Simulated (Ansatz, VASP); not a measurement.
Y in VASP and in Ansatz

```
CELL_PARAMETERS angstrom
0.00000 2.28620 2.48500
2.28620 0.00000 2.48500
2.28620 2.28620 0.00000
ATOMIC_POSITIONS crystal
Y 0.00000 0.00000 0.00000
```

Change from the starting cell: strain -0.080 along x and y, +0.000 along z, atoms carried along.

Alike in both runs: task single point; functional PBEsol; k mesh 16 × 16 × 16; occupations gaussian, width 0.15 eV; no spin polarisation.

|  | VASP | Ansatz |
| --- | --- | --- |
| version | VASP 6.6.1 | Ansatz 0.2.0 |
| potentials or method | VASP PAW PBE potentials, release 64 (Y_sv), cutoff 520 eV | scalar-relativistic, plane waves, PAW |
| valence electrons in the cell | 11 | 11 |

```tsv
	VASP	Ansatz	Ansatz less VASP
gap on the k mesh at the Fermi level (eV)	none	none	-
pressure (GPa)	9.1	9.3	+0.23
traceless stress, the component that is largest in VASP (GPa)	-2.07	-2.03	+0.042
```

VASP's potentials were made for PBE, not for PBEsol. A gap of «none» marks a metal or a gap that the smearing closes. The functional is the same, so the differences come from potentials, cutoffs and numerics.
